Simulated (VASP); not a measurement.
# Si3C2 (P1) in VASP: relaxation of cell and atoms with PBE

Aim: the relaxation of cell and atoms of Si3C2 with PBE.

All numbers are computed with VASP 6.6.1; they aren't measurements. Logs are shortened: lines on timing, memory, paths and dates and some standing lists are left out, and cuts for length are marked.

### Step 1. The cell of the first run

The typed cell holds 10 atoms: a = 2.968 Å, b = 5.004 Å, c = 6.641 Å, α = 97.10°, β = 100.78°, γ = 89.98°.

### Step 2. Relaxation of cell and atoms, PBE

INCAR

```
SYSTEM = Si3C2
  ALGO = Normal
  EDIFF = 1E-6
  EDIFFG = -0.025
  ENCUT = 600
  GGA = PE
  IBRION = 2
  ISIF = 3
  ISMEAR = 0
  LASPH = .TRUE.
  LCHARG = .FALSE.
  LREAL = .FALSE.
  LWAVE = .FALSE.
  NELM = 80
  NSW = 80
  PREC = Accurate
  SIGMA = 0.2
```

KPOINTS

```
k-points
0
G
  8 4 8
  0 0 0
```

POSCAR

```
Si3C2
1.0
    1.4834844195     -2.5701892370     -0.0548585119
   -4.3334428188     -2.5026332282     -0.0053654483
    0.0357017926      1.5927642012     -6.4467069138
Si C
6 4
Direct
    0.5808850144      0.8608065632      0.1641920153
    0.0930475135      0.3529816435      0.1459349354
    0.2404860028      0.7506707431      0.5029412093
    0.7431875218      0.2459737764      0.4984012652
    0.8963162402      0.6408884057      0.8443623124
    0.4212948261      0.1484052103      0.8515418456
    0.6552091512      0.5575582948      0.3019376802
    0.1727222308      0.0529079345      0.3132886485
    0.8448264149      0.9424516351      0.6934489092
    0.3520250843      0.4473557936      0.6839511790
```

Potentials or basis: VASP PAW PBE potentials, release 64 (Si, C).

The run is started by

```console
cat potpaw_PBE.64/Si/POTCAR potpaw_PBE.64/C/POTCAR > POTCAR
mpirun -np 1 vasp_std > vasp.out
```

OUTCAR:

```text
SYSTEM = Si3C2
   EDIFF = 1E-6
   EDIFFG = -0.025
   ENCUT = 600
   GGA = PE
   IBRION = 2
   ISIF = 3
   ISMEAR = 0
   LASPH = .TRUE.
   LREAL = .FALSE.
   NELM = 80
   NSW = 80
   PREC = Accurate

 ion  position               nearest neighbor table
   1  0.581  0.861  0.164-   7 1.86   8 1.89   8 2.03   5 2.60   6 2.64   4 2.72   3 2.75   5 2.77
                             3 2.80   2 2.86   2 2.90   2 2.92   2 2.96
   2  0.093  0.353  0.146-   8 1.96   7 2.00   7 2.01   6 2.46   5 2.59   6 2.63   4 2.84   4 2.85
                             1 2.86   3 2.87   1 2.90   1 2.92   1 2.96
   3  0.240  0.751  0.503-   9 2.04  10 2.04   8 2.07   7 2.13   7 2.13   9 2.14   1 2.75   5 2.77
                             1 2.80   5 2.81   6 2.83   2 2.87   4 2.88   4 2.90   4 2.92   4 2.93
   4  0.743  0.246  0.498-  10 2.03   8 2.06   8 2.09   9 2.10   7 2.14  10 2.16   1 2.72   6 2.79
                             5 2.81   2 2.84   2 2.85   6 2.88   3 2.88   3 2.90   3 2.92   3 2.93
   5  0.896  0.641  0.844-   9 1.90  10 1.95  10 2.05   2 2.59   1 2.60   1 2.77   3 2.77   4 2.81
                             3 2.81   6 2.85   6 2.90   6 2.92   6 2.97
   6  0.421  0.148  0.852-  10 1.96   9 1.99   9 2.04   2 2.46   2 2.63   1 2.64   4 2.79   3 2.83
                             5 2.85   4 2.88   5 2.90   5 2.92   5 2.97
   7  0.655  0.558  0.302-   1 1.86   2 2.00   2 2.01   3 2.13   3 2.13   4 2.14
   8  0.173  0.053  0.313-   1 1.89   2 1.96   1 2.03   4 2.06   3 2.07   4 2.09
   9  0.845  0.942  0.693-   5 1.90   6 1.99   6 2.04   3 2.04   4 2.10   3 2.14
  10  0.352  0.447  0.684-   5 1.95   6 1.96   4 2.03   3 2.04   5 2.05   4 2.16

  LATTYP: Found a triclinic cell.
 ALAT       =     7.7641472073
 B/A-ratio  =     0.3822826042
 C/A-ratio  =     0.6445255303
 COS(alpha) =     0.0002652960
 COS(beta)  =     0.1057868893
 COS(gamma) =     0.5422793550

  Lattice vectors:

 A1 = (  -1.4477826269,   4.1629534382,  -6.3918484019)
 A2 = (  -1.4834844195,   2.5701892370,   0.0548585119)
 A3 = (   4.3334428188,   2.5026332282,   0.0053654483)

Analysis of symmetry for initial positions (statically):
=====================================================================
 Subroutine PRICEL returns:
 Original cell was already a primitive cell.

 Routine SETGRP: Setting up the symmetry group for a
 triclinic supercell.

 Subroutine GETGRP returns: Found  1 space group operations
 (whereof  1 operations were pure point group operations)
 out of a pool of  2 trial point group operations.

The static configuration has the point symmetry C_1 .

Analysis of symmetry for dynamics (positions and initial velocities):
=====================================================================
 Subroutine PRICEL returns:
 Original cell was already a primitive cell.

 Routine SETGRP: Setting up the symmetry group for a
 triclinic supercell.

 Subroutine GETGRP returns: Found  1 space group operations
 (whereof  1 operations were pure point group operations)
 out of a pool of  2 trial point group operations.

The dynamic configuration has the point symmetry C_1 .

 Subroutine INISYM returns: Found  1 space group operations
 (whereof  1 operations are pure point group operations),
 and found     1 'primitive' translations

----------------------------------------------------------------------------------------

                                     Primitive cell

  volume of cell :      96.1230

  direct lattice vectors                    reciprocal lattice vectors
     1.483484420 -2.570189237 -0.054858512     0.167933689 -0.290634180 -0.070875905
    -4.333442819 -2.502633228 -0.005365448    -0.173284589 -0.099472877 -0.025536047
     0.035701793  1.592764201 -6.446706914    -0.001284818  0.002555952 -0.154493582

  length of vectors
     2.968098414  5.004191096  6.640647743     0.343064636  0.201431110  0.154520065

  position of ions in fractional coordinates (direct lattice)
     0.580885014  0.860806563  0.164192015
     0.093047513  0.352981644  0.145934935
     0.240486003  0.750670743  0.502941209
     0.743187522  0.245973776  0.498401265
     0.896316240  0.640888406  0.844362312
     0.421294826  0.148405210  0.851541846
     0.655209151  0.557558295  0.301937680
     0.172722231  0.052907934  0.313288648
     0.844826415  0.942451635  0.693448909
     0.352025084  0.447355794  0.683951179

  ion indices of the primitive-cell ions
   primitive index   ion index
                 1           1
                 2           2
                 3           3
[... 27 lines left out ...]
     0.000000000  0.000000000  0.000000000

 Subroutine IBZKPT returns following result:
 ===========================================

 Found    132 irreducible k-points:

 Following reciprocal coordinates:
            Coordinates               Weight
  0.000000  0.000000  0.000000      1.000000
  0.125000  0.000000  0.000000      2.000000
  0.250000  0.000000  0.000000      2.000000
  0.375000 -0.000000  0.000000      2.000000
  0.500000  0.000000  0.000000      1.000000
 -0.000000  0.250000  0.000000      2.000000
[... 16 lines left out ...]
  0.500000 -0.000000  0.125000      2.000000
 -0.375000  0.000000  0.125000      2.000000
 [... further k-points ...]
   k-points           NKPTS =    132   k-points in BZ     NKDIM =    132   number of bands    NBANDS=     26
   number of dos      NEDOS =    301   number of ions     NIONS =     10
   total plane-waves  NPLWV =  51840
   dimension x,y,z NGX =    24 NGY =   40 NGZ =   54
   dimension x,y,z NGXF=    48 NGYF=   80 NGZF=  108
   ions per type =               6   4
   NGX,Y,Z   is equivalent  to a cutoff of  13.44, 13.29, 13.52 a.u.
   NGXF,Y,Z  is equivalent  to a cutoff of  26.89, 26.58, 27.04 a.u.
 SYSTEM =  Si3C2
   PREC   = accura    normal or accurate (medium, high low for compatibility)
   ISTART =      0    job   : 0-new  1-cont  2-samecut
   ICHARG =      2    charge: 1-file 2-atom 10-const
   ISPIN  =      1    spin polarized calculation?
   LNONCOLLINEAR =      F non collinear calculations
   LSORBIT =      F    spin-orbit coupling
   LASPH  =      T    aspherical Exc in radial PAW
   ENCUT  =  600.0 eV  44.10 Ry    6.64 a.u.   5.93  9.99 13.26*2*pi/ulx,y,z
   NELM   =     80;   NELMIN=  2; NELMDL= -5     # of ELM steps
   EDIFF  = 0.1E-05   stopping-criterion for ELM
   LREAL  =      F    real-space projection
   EDIFFG = -.3E-01   stopping-criterion for IOM
   NSW    =     80    number of steps for IOM
   IBRION =      2    ionic relax: 0-MD 1-quasi-New 2-CG
   NFREE  =      1    steps in history (QN), initial steepest desc. (CG)
   ISIF   =      3    stress and relaxation
   ISYM   =      2    0-nonsym 1-usesym 2-fastsym
   POTIM  = 0.5000    time-step for ionic-motion
   TEBEG  =    0.0;   TEEND  =   0.0 temperature during run
   PSTRESS=    0.0 pullay stress
   NELECT =      40.0000    total number of electrons
   NUPDOWN=      -1.0000    fix difference up-down
   EMIN   =  10.00;   EMAX   =-10.00  energy-range for DOS
   EFERMI =   0.00;   METHOD = LEGACY
   ISMEAR =     0;   SIGMA  =   0.20  broadening in eV -4-tet -1-fermi 0-gaus
   EFERMI_NEDOS =   21; number of points for ismear=-14 and -15
   IALGO  =     38    algorithm
   IMIX   =      4    mixing-type and parameters
     AMIX     =   0.40;   BMIX     =  1.00
     AMIX_MAG =   1.60;   BMIX_MAG =  1.00
  volume/ion in A,a.u.               =       9.61        64.87
  Fermi-wavevector in a.u.,A,eV,Ry     =   1.222228  2.309677 20.324961  1.493842
  Thomas-Fermi vector in A             =   2.357383
   LORBIT       =      0    0 simple, 1 ext, 2 COOP (PROOUT), +10 PAW based schemes
   GGA     = PE    functional components
   LHFCALC =     F    Hartree Fock is set to
   AEXX    =    0.0000 exact exchange contribution
   IVDW    =     0    specifies the selected vdW correction
   LEPSILON=     F    determine dielectric tensor
   LRPA    =     F    only Hartree local field effects (RPA)
 conjugate gradient relaxation of ions
 non-spin polarized calculation
 Gauss-broadening in eV      SIGMA  =   0.20
  energy-cutoff  :      600.00
  volume of cell :       96.12
 maximum number of plane-waves:      3235
   NGX = 11   NGY = 19   NGZ = 27

--------------------------------------- Ionic step        1  -------------------------------------------

 number of electron      40.0000000 magnetization

 Free energy of the ion-electron system (eV)
  ---------------------------------------------------
  ext. energy  EPLUGINS =         0.00000000
  ---------------------------------------------------
  free energy    TOTEN  =       -63.36158702 eV

  energy without entropy =      -63.31811103  energy(sigma->0) =      -63.33984902

------------------------ aborting loop because EDIFF is reached ----------------------------------------

  FORCE on cell =-STRESS in cart. coord.  units (eV):
  Direction    XX          YY          ZZ          XY          YZ          ZX
  --------------------------------------------------------------------------------------
  -------------------------------------------------------------------------------------
  Total        6.3244403      4.0955959      9.2581366      1.8883615     -1.7506777      0.0175514
  in kB      105.4157230     68.2653625    154.3145513     31.4751949    -29.1802832      0.2925472
  external PRESSURE =     109.3318789 kB  Pullay stress =       0.0000000 kB
[... 113 lines left out ...]
  FREE ENERGIE OF THE ION-ELECTRON SYSTEM (eV)
  ---------------------------------------------------
  free  energy   TOTEN  =       -63.7301300436 eV

  energy  without entropy=      -63.6869550996  energy(sigma->0) =      -63.70854257

[... ionic steps 4 to 16 ...]

--------------------------------------- Ionic step       17  -------------------------------------------

 number of electron      40.0000002 magnetization

------------------------ aborting loop because EDIFF is reached ----------------------------------------
[... 83 lines left out ...]
--------------------------------------- Ionic step       19  -------------------------------------------

 number of electron      40.0000002 magnetization

 Free energy of the ion-electron system (eV)
  ---------------------------------------------------
  ext. energy  EPLUGINS =         0.00000000
  ---------------------------------------------------
  free energy    TOTEN  =       -63.82127207 eV

  energy without entropy =      -63.78399025  energy(sigma->0) =      -63.80263116

 E-fermi :  11.7676     XC(G=0): -12.0358

 val. band max:       11.7672600281   @ k =  -0.0000   0.5000   0.2500
 cond. band min:      11.8007467594   @ k =  -0.2500   0.2500   0.3750
 fundamental gap:      0.0334867313
 Fermi energy:        11.7675973604

 k-point     1 :       0.0000    0.0000    0.0000
  band No.  band energies     occupation
      1      -6.2522      2.00000
      2      -4.0133      2.00000
      3      -1.8605      2.00000
      4      -1.2490      2.00000
      5      -1.1584      2.00000
      6       0.3657      2.00000
[... 685 lines left out ...]
     25      15.2688      0.00000
     26      15.5921      0.00000

 [... further k-points ...]
[... 5 lines left out ...]
  --------------------------------------------------------------------------------------
  -------------------------------------------------------------------------------------
  Total       -0.0237138     -0.0332334     -0.1090467      0.0255281      0.0207234      0.0181172
  in kB       -0.3809966     -0.5339417     -1.7519931      0.4101454      0.3329518      0.2910782
  external PRESSURE =      -0.8889771 kB  Pullay stress =       0.0000000 kB
[... 25 lines left out ...]
  FREE ENERGIE OF THE ION-ELECTRON SYSTEM (eV)
  ---------------------------------------------------
  free  energy   TOTEN  =       -63.8212720728 eV

  energy  without entropy=      -63.7839902515  energy(sigma->0) =      -63.80263116

 reached required accuracy - stopping structural energy minimisation
```

Run time: 25 min. Hardware: 1 thread of Intel Xeon Platinum 8559C (Emerald Rapids), shared host; peak memory 0.43 GiB.

Results:

| Property | Result |
| --- | --- |
| Free energy | -63.8213 eV |
| Relaxed volume | 9.97 Å³/atom |
| Relaxed cell | a = 2.954 Å, b = 5.112 Å, c = 6.840 Å, α = 98.26°, β = 102.47°, γ = 90.01° |
| Space group after relaxing (to 0.1 Å) | C2/m (No. 12) |
| Energy gained by relaxing | 46.0 meV/atom |
| Ionic steps | 19 |
| Pressure after relaxing | -0.1 GPa |
| Largest force after relaxing | 0.022 eV/Å |
| Band gap on the k mesh | zero (bands 20 and 21 overlap by 2.58 eV) |

Forces in eV/Å, atoms in the order of the input:
```
Si   0.005  0.011 -0.001
Si   0.001 -0.008 -0.001
Si  -0.005  0.006 -0.011
Si   0.003  0.000 -0.005
Si  -0.003 -0.004  0.008
Si   0.007 -0.007  0.020
C    0.000  0.010 -0.007
C    0.005 -0.003  0.005
C   -0.009 -0.004  0.004
C   -0.003  0.000 -0.012
```

Step by step:
```tsv
step	energy change (eV)	largest force (eV/Å)	pressure (GPa)	volume (Å³)
1	0.0000	2.5073	10.93	96.12
2	-0.1124	1.2359	-10.76	105.51
3	-0.3685	0.4845	-2.15	101.00
4	-0.3687	0.4703	-1.93	100.90
5	-0.4254	0.2609	-0.27	99.86
6	-0.4313	0.2471	0.54	99.41
7	-0.4450	0.1691	0.00	99.63
8	-0.4484	0.1734	-0.39	99.80
9	-0.4528	0.1129	0.36	99.50
10	-0.4529	0.1084	0.47	99.46
11	-0.4561	0.0829	-0.14	99.74
12	-0.4563	0.0893	-0.29	99.82
13	-0.4579	0.0804	0.08	99.65
14	-0.4579	0.0860	0.15	99.61
15	-0.4589	0.0462	-0.05	99.70
16	-0.4590	0.0414	-0.12	99.73
17	-0.4594	0.0321	0.12	99.62
18	-0.4594	0.0337	0.14	99.61
19	-0.4597	0.0223	-0.09	99.72
```

Final structure:
```
Si C
1.0
     1.47721   -2.55758   -0.00034
    -4.42666   -2.55538    0.05077
     0.05525    1.73880   -6.61463
Si C
6 4
Direct
  0.57441 0.85143 0.14791
  0.07371 0.35118 0.14800
  0.25078 0.75010 0.49986
  0.75004 0.25011 0.50012
  0.92587 0.64868 0.85204
  0.42545 0.14876 0.85225
  0.65535 0.54975 0.31006
  0.15527 0.04972 0.31037
  0.84452 0.95014 0.68986
  0.34460 0.45013 0.68953
```

Levels at points of the mesh, in eV from the Fermi level:
| k point | band 18 | band 19 | band 20 | band 21 | band 22 | band 23 |
| --- | --- | --- | --- | --- | --- | --- |
| (0.00, 0.00, 0.00) | -1.62 | -1.55 | -0.20 | 0.85 | 3.46 | 3.49 |
| (0.50, 0.00, 0.00) | -4.19 | -2.13 | -2.13 | -0.17 | -0.16 | 1.78 |
| (0.00, 0.50, 0.00) | -2.65 | -0.32 | -0.31 | 1.82 | 1.82 | 2.75 |
| (0.50, 0.50, 0.00) | -3.26 | -2.84 | -1.98 | -0.20 | 0.15 | 0.92 |
| (0.00, 0.00, 0.50) | -1.53 | -1.45 | 0.17 | 1.40 | 2.19 | 2.24 |
| (0.50, 0.00, 0.50) | -4.19 | -2.13 | -2.13 | -0.17 | -0.17 | 1.78 |
| (0.00, 0.50, 0.50) | -2.34 | 0.50 | 0.50 | 1.18 | 1.19 | 3.33 |
| (0.50, 0.50, 0.50) | -3.26 | -2.84 | -1.98 | -0.21 | 0.15 | 0.92 |

The gap in the log of VASP goes by the Fermi energy; the results here count the filled bands.